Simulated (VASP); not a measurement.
# Mg (P6_3/mmc) in VASP: notebook

Runs on Mg. Level: PBEsol. Tasks: electric field gradients.

All numbers are computed with VASP 6.6.1; they aren't measurements. Logs are shortened: lines on timing, memory, paths and dates and some standing lists are left out, and cuts for length are marked.

## (1) The cell of the first run

The structure is hexagonal, space group P6_3/mmc (No. 194). Conventional cell: a = 3.220 Å, b = 3.220 Å, c = 5.228 Å, α = 90.00°, β = 90.00°, γ = 120.00°. Mg (site symmetry -6m2) has 12 Mg at 3.21 to 3.22 Å within 4.2 Å.

## (2) Electric field gradients, PBEsol (23.47 Å³/atom)

INCAR

```
SYSTEM = Mg
PREC = Accurate ; ENCUT = 520
EDIFF = 1E-8 ; ISMEAR = -1
SIGMA = 0.08 ; LREAL = .FALSE.
LASPH = .TRUE. ; NELM = 100
ALGO = Normal ; ISIF = 2
LWAVE = .FALSE. ; LCHARG = .FALSE.
GGA = PS ; LEFG = .TRUE.
NBANDS = 9
```

KPOINTS

```
regular mesh
0
G
  12 12 7
  0 0 0
```

POSCAR

```
Mg
1.0
    3.2199336425      0.0000000000      0.0000000000
   -1.6099668212      2.7885443329      0.0000000000
    0.0000000000      0.0000000000      5.2276401936
Mg
2
Direct
    0.3333333333      0.6666666667      0.2500000000
    0.6666666667      0.3333333333      0.7500000000
```

Potentials or basis: VASP PAW PBE potentials, release 64 (Mg).

On the command line:

```console
$ cat potpaw_PBE.64/Mg/POTCAR > POTCAR
$ mpirun -np 1 vasp_std > vasp.out
```

OUTCAR:

```text
SYSTEM = Mg
   PREC = Accurate
   ENCUT = 520
   EDIFF = 1E-8
   ISMEAR = -1
   LREAL = .FALSE.
   LASPH = .TRUE.
   NELM = 100
   ISIF = 2
   GGA = PS

 ion  position               nearest neighbor table
   1  0.333  0.667  0.250-   2 3.21   2 3.21   2 3.21   2 3.21   2 3.21   2 3.21
   2  0.667  0.333  0.750-   1 3.21   1 3.21   1 3.21   1 3.21   1 3.21   1 3.21

  LATTYP: Found a hexagonal cell.
 ALAT       =     3.2199336425
 C/A-ratio  =     1.6235242008

  Lattice vectors:

 A1 = (   3.2199336425,   0.0000000000,   0.0000000000)
 A2 = (  -1.6099668212,   2.7885443329,   0.0000000000)
 A3 = (   0.0000000000,   0.0000000000,   5.2276401936)

Analysis of symmetry for initial positions (statically):
=====================================================================
 Subroutine PRICEL returns:
 Original cell was already a primitive cell.

 Routine SETGRP: Setting up the symmetry group for a
 hexagonal supercell.

 Subroutine GETGRP returns: Found 24 space group operations
 (whereof 12 operations were pure point group operations)
 out of a pool of 24 trial point group operations.

The static configuration has the point symmetry D_3d.
 The point group associated with its full space group is D_6h.

Analysis of symmetry for dynamics (positions and initial velocities):
=====================================================================
 Subroutine PRICEL returns:
 Original cell was already a primitive cell.

 Routine SETGRP: Setting up the symmetry group for a
 hexagonal supercell.

 Subroutine GETGRP returns: Found 24 space group operations
 (whereof 12 operations were pure point group operations)
 out of a pool of 24 trial point group operations.

The dynamic configuration has the point symmetry D_3d.
 The point group associated with its full space group is D_6h.

 Subroutine INISYM returns: Found 24 space group operations
 (whereof 12 operations are pure point group operations),
 and found     1 'primitive' translations

----------------------------------------------------------------------------------------

                                     Primitive cell

  volume of cell :      46.9386

  direct lattice vectors                    reciprocal lattice vectors
     3.219933643  0.000000000  0.000000000     0.310565406  0.179305021  0.000000000
    -1.609966821  2.788544333  0.000000000     0.000000000  0.358610042  0.000000000
     0.000000000  0.000000000  5.227640194     0.000000000  0.000000000  0.191290900

  length of vectors
     3.219933643  3.219933642  5.227640194     0.358610042  0.358610042  0.191290900

  position of ions in fractional coordinates (direct lattice)
     0.333333333  0.666666667  0.250000000
     0.666666667  0.333333333  0.750000000

  ion indices of the primitive-cell ions
   primitive index   ion index
                 1           1
                 2           2

----------------------------------------------------------------------------------------

 KPOINTS: regular mesh

Automatic generation of k-mesh.
 Grid dimensions read from file:
 generate k-points for:   12   12    7

 Generating k-lattice:

  Cartesian coordinates                     Fractional coordinates (reciprocal lattice)
     0.025880451  0.014942085  0.000000000     0.083333333  0.000000000  0.000000000
     0.000000000  0.029884170  0.000000000     0.000000000  0.083333333  0.000000000
     0.000000000  0.000000000  0.027327271     0.000000000  0.000000000  0.142857143

  Length of vectors
     0.029884170  0.029884170  0.027327271

  Shift w.r.t. Gamma in fractional coordinates (k-lattice)
     0.000000000  0.000000000  0.000000000

 Subroutine IBZKPT returns following result:
 ===========================================

 Found     76 irreducible k-points:

 Following reciprocal coordinates:
            Coordinates               Weight
  0.000000  0.000000  0.000000      1.000000
  0.083333  0.000000  0.000000      6.000000
  0.166667  0.000000  0.000000      6.000000
  0.250000  0.000000  0.000000      6.000000
  0.333333  0.000000  0.000000      6.000000
  0.416667 -0.000000  0.000000      6.000000
[... 16 lines left out ...]
  0.250000  0.000000  0.142857     12.000000
  0.333333  0.000000  0.142857     12.000000
 [... further k-points ...]
   k-points           NKPTS =     76   k-points in BZ     NKDIM =     76   number of bands    NBANDS=      9
   number of dos      NEDOS =    301   number of ions     NIONS =      2
   total plane-waves  NPLWV =  23040
   dimension x,y,z NGX =    24 NGY =   24 NGZ =   40
   dimension x,y,z NGXF=    48 NGYF=   48 NGZF=   80
   ions per type =               2
   NGX,Y,Z   is equivalent  to a cutoff of  12.39, 12.39, 12.72 a.u.
   NGXF,Y,Z  is equivalent  to a cutoff of  24.78, 24.78, 25.44 a.u.
 SYSTEM =  Mg
   PREC   = accura    normal or accurate (medium, high low for compatibility)
   ISTART =      0    job   : 0-new  1-cont  2-samecut
   ICHARG =      2    charge: 1-file 2-atom 10-const
   ISPIN  =      1    spin polarized calculation?
   LNONCOLLINEAR =      F non collinear calculations
   LSORBIT =      F    spin-orbit coupling
   LASPH  =      T    aspherical Exc in radial PAW
   ENCUT  =  520.0 eV  38.22 Ry    6.18 a.u.   5.99  5.99  9.72*2*pi/ulx,y,z
   NELM   =    100;   NELMIN=  2; NELMDL= -5     # of ELM steps
   EDIFF  = 0.1E-07   stopping-criterion for ELM
   LREAL  =      F    real-space projection
   EDIFFG = 0.1E-06   stopping-criterion for IOM
   NSW    =      0    number of steps for IOM
   IBRION =     -1    ionic relax: 0-MD 1-quasi-New 2-CG
   NFREE  =      0    steps in history (QN), initial steepest desc. (CG)
   ISIF   =      2    stress and relaxation
   ISYM   =      2    0-nonsym 1-usesym 2-fastsym
   POTIM  = 0.5000    time-step for ionic-motion
   TEBEG  =    0.0;   TEEND  =   0.0 temperature during run
   PSTRESS=    0.0 pullay stress
   NELECT =       4.0000    total number of electrons
   NUPDOWN=      -1.0000    fix difference up-down
   EMIN   =  10.00;   EMAX   =-10.00  energy-range for DOS
   EFERMI =   0.00;   METHOD = LEGACY
   ISMEAR =    -1;   SIGMA  =   0.08  broadening in eV -4-tet -1-fermi 0-gaus
   EFERMI_NEDOS =   21; number of points for ismear=-14 and -15
   IALGO  =     38    algorithm
   IMIX   =      4    mixing-type and parameters
     AMIX     =   0.40;   BMIX     =  1.00
     AMIX_MAG =   1.60;   BMIX_MAG =  1.00
  volume/ion in A,a.u.               =      23.47       158.38
  Fermi-wavevector in a.u.,A,eV,Ry     =   0.720418  1.361393  7.061459  0.519003
  Thomas-Fermi vector in A             =   1.809865
   LORBIT       =      0    0 simple, 1 ext, 2 COOP (PROOUT), +10 PAW based schemes
   GGA     = PS    functional components
   LHFCALC =     F    Hartree Fock is set to
   AEXX    =    0.0000 exact exchange contribution
   IVDW    =     0    specifies the selected vdW correction
   LEPSILON=     F    determine dielectric tensor
   LRPA    =     F    only Hartree local field effects (RPA)
 non-spin polarized calculation
  energy-cutoff  :      520.00
  volume of cell :       46.94
 maximum number of plane-waves:      1284
 NGX is ok and might be reduce to    24
   NGX = 11   NGY = 11   NGZ = 19

 number of electron       4.0000000 magnetization

 Free energy of the ion-electron system (eV)
  ---------------------------------------------------
  ext. energy  EPLUGINS =         0.00000000
  ---------------------------------------------------
  free energy    TOTEN  =        -3.44691931 eV

  energy without entropy =       -3.42858190  energy(sigma->0) =       -3.43775060

 E-fermi :   2.4393     XC(G=0):  -8.4648

 val. band max:        2.4342179048   @ k =   0.2500   0.0833   0.0000
 cond. band min:       2.5527001900   @ k =   0.4167   0.0833   0.2857
 fundamental gap:      0.1184822852
 Fermi energy:         2.4393276775

 k-point     1 :       0.0000    0.0000    0.0000
  band No.  band energies     occupation
      1      -4.3557      2.00000
      2       0.8293      2.00000
      3       1.2399      2.00000
      4      13.2772      0.00000
      5      13.2772      0.00000
      6      13.3504      0.00000
      7      13.3504      0.00000
      8      14.1704      0.00000
      9      15.7129      0.00000
[... 265 lines left out ...]
 k-point    24 :       0.3333    0.0000    0.1429
  band No.  band energies     occupation
      1      -2.1132      2.00000
      2       1.6377      1.99991
      3       3.9091      0.00000
      4       4.9239      0.00000
      5       7.6676      0.00000
      6       9.7820      0.00000
      7       9.9996      0.00000
      8      11.6810      0.00000
      9      13.1068      0.00000

 [... further k-points ...]

------------------------ aborting loop because EDIFF is reached ----------------------------------------

  FORCE on cell =-STRESS in cart. coord.  units (eV):
  Direction    XX          YY          ZZ          XY          YZ          ZX
  --------------------------------------------------------------------------------------
  -------------------------------------------------------------------------------------
  Total       -0.3640468     -0.3640468     -0.5875560     -0.0000000      0.0000000      0.0000000
  in kB      -12.4261788    -12.4261788    -20.0553254     -0.0000000      0.0000000      0.0000000
  external PRESSURE =     -14.9692277 kB  Pullay stress =       0.0000000 kB

 VOLUME and BASIS-vectors are now :
 -----------------------------------------------------------------------------
  energy-cutoff  :      520.00
  volume of cell :       46.94
      direct lattice vectors                 reciprocal lattice vectors
     3.219933643  0.000000000  0.000000000     0.310565406  0.179305021  0.000000000
    -1.609966821  2.788544333  0.000000000     0.000000000  0.358610042  0.000000000
     0.000000000  0.000000000  5.227640194     0.000000000  0.000000000  0.191290900

 POSITION                                       TOTAL-FORCE (eV/Angst)
 -----------------------------------------------------------------------------------
     -0.00000      1.85903      1.30691         0.000000     -0.000000      0.000000
      1.60997      0.92951      3.92073         0.000000      0.000000      0.000000
 -----------------------------------------------------------------------------------
    total drift:                                0.000000     -0.000000      0.000000

  FREE ENERGIE OF THE ION-ELECTRON SYSTEM (eV)
  ---------------------------------------------------
  free  energy   TOTEN  =        -3.4469193110 eV

  energy  without entropy=       -3.4285818956  energy(sigma->0) =       -3.43775060

 Electric field gradients (V/A^2)
---------------------------------------------------------------------
 ion       V_xx      V_yy      V_zz      V_xy      V_xz      V_yz
---------------------------------------------------------------------
   1      -0.481    -0.481     0.961     0.000    -0.000     0.000
   2      -0.481    -0.481     0.961     0.000     0.000    -0.000
---------------------------------------------------------------------

 Electric field gradients after diagonalization (V/A^2)
 (convention: |V_zz| > |V_xx| > |V_yy|)
----------------------------------------------------------------------
 ion       V_xx      V_yy      V_zz     asymmetry (V_yy - V_xx)/ V_zz
----------------------------------------------------------------------
   1      -0.481    -0.481     0.961       0.000
   2      -0.481    -0.481     0.961       0.000
----------------------------------------------------------------------

           NMR quadrupolar parameters

 Cq : quadrupolar parameter    Cq=e*Q*V_zz/h
 eta: asymmetry parameters     (V_yy - V_xx)/ V_zz
 Q  : nuclear electric quadrupole moment in mb (millibarn)
----------------------------------------------------------------------
 ion       Cq(MHz)       eta       Q (mb)
----------------------------------------------------------------------
   1       0.002       0.000       1.000
   2       0.002       0.000       1.000
----------------------------------------------------------------------
```

Wall time 33 s (1 thread of AMD EPYC 7R43 (Zen 3), shared host); peak memory 0.13 GiB.

Results:

- Free energy: -3.4469 eV
- Pressure: -1.5 GPa
- Band gap on the k mesh: zero (bands 2 and 3 overlap by 2.23 eV)
- Largest electric field gradient by atom: Mg +1.0 V/Å²

Stress tensor (GPa, compression positive):
```
-1.24  0.00  0.00
 0.00 -1.24  0.00
 0.00  0.00 -2.01
```

Electric field gradients, principal values (V/Å²):
| atom | least | middle | greatest (by size) |
| --- | --- | --- | --- |
| 1 Mg | -0.481 | -0.481 | 0.961 |
| 2 Mg | -0.481 | -0.481 | 0.961 |

Caveat: without QUAD_EFG the Cq values of the log hold for a quadrupole moment of 1 mb, not for the nuclei; the PAW data sets were made with another functional, which shifts forces and pressure a little.

(Part 1 of 3 ends here.)
